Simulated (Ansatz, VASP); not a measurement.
## One calculation of AlN, two programs

File POSCAR:

```
AlN
1.0
    0.0000000000      2.0345180000      2.0345180000
    2.0345180000      0.0000000000      2.0345180000
    2.0345180000      2.0345180000      0.0000000000
Al N
1 1
Direct
    0.5000000000      0.5000000000      0.5000000000
    0.0000000000      0.0000000000      0.0000000000
```

The input INCAR.step1:

```
SYSTEM = AlN
  PREC = Accurate
  ENCUT = 520
  EDIFF = 1E-5
  ISMEAR = -1
  SIGMA = 0.05
  LREAL = .False.
  LASPH = .True.
  NELM = 60
  ALGO = Normal
  ISIF = 2
  LWAVE = .True.
  GGA = PE
  NBANDS = 11
```

File INCAR.step2:

```
SYSTEM = AlN
  PREC = Accurate
  ENCUT = 520
  EDIFF = 1E-7
  ISMEAR = -1
  SIGMA = 0.05
  LREAL = .False.
  LASPH = .True.
  NELM = 60
  ALGO = Normal
  ISIF = 2
  LWAVE = .False.
  LCHARG = .True.
  GGA = PE
  LHFCALC = .True.
  AEXX = 0.4
  HFSCREEN = 0.2
  PRECFOCK = Normal
  LELF = .True.
  LVHAR = .True.
  ISTART = 1
  NBANDS = 11
```

KPOINTS

```
regular mesh
0
Gamma
  6 6 6
  0 0 0
```

input.yaml

```yaml
crystal:
  lattice:
    - [0.0, 2.034518, 2.034518]
    - [2.034518, 0.0, 2.034518]
    - [2.034518, 2.034518, 0.0]
  atoms:
    - { symbol: Al, position: [0.5, 0.5, 0.5] }
    - { symbol: "N", position: [0.0, 0.0, 0.0] }
hamiltonian:
  xc: { exchange: pbe, correlation: pbe, exx: { coeff: 0.4, omega: 0.2 } }
  pseudopotentials: { kind: paw }
kpoints:
  mp_grid: { grid: [6, 6, 6] }
scf:
  occupations: { method: fermi_dirac, width: 0.05 }
output:
  forces: true
  stress: true
  eigenvalues: true
  write_density: true
  write_potential: true
  elf: true
  volumetric_format: npy
```

Alike in both runs: task single point; functional PBE-based screened hybrid; k mesh 6 × 6 × 6; occupations fermi-dirac, width 0.05 eV; no spin polarisation.

```csv
,VASP,Ansatz
version,VASP 6.6.1,Ansatz 0.2.0
potentials or method,"VASP PAW PBE potentials, release 64 (Al, N)",Ansatz PAW
plane-wave cutoff (eV),520,420
valence electrons in the cell,8,8
```

```tsv
	VASP	Ansatz	Ansatz less VASP
gap on the k mesh at the Fermi level (eV)	6.61	6.75	+0.139
least direct gap on the mesh (eV)	7.85	7.89	+0.038
pressure (GPa)	-12.0	-12.1	-0.14
```

VASP's potentials were made for PBE, not for PBE-based screened hybrid.

The k mesh is coarse, so the values compare programs but aren't converged.
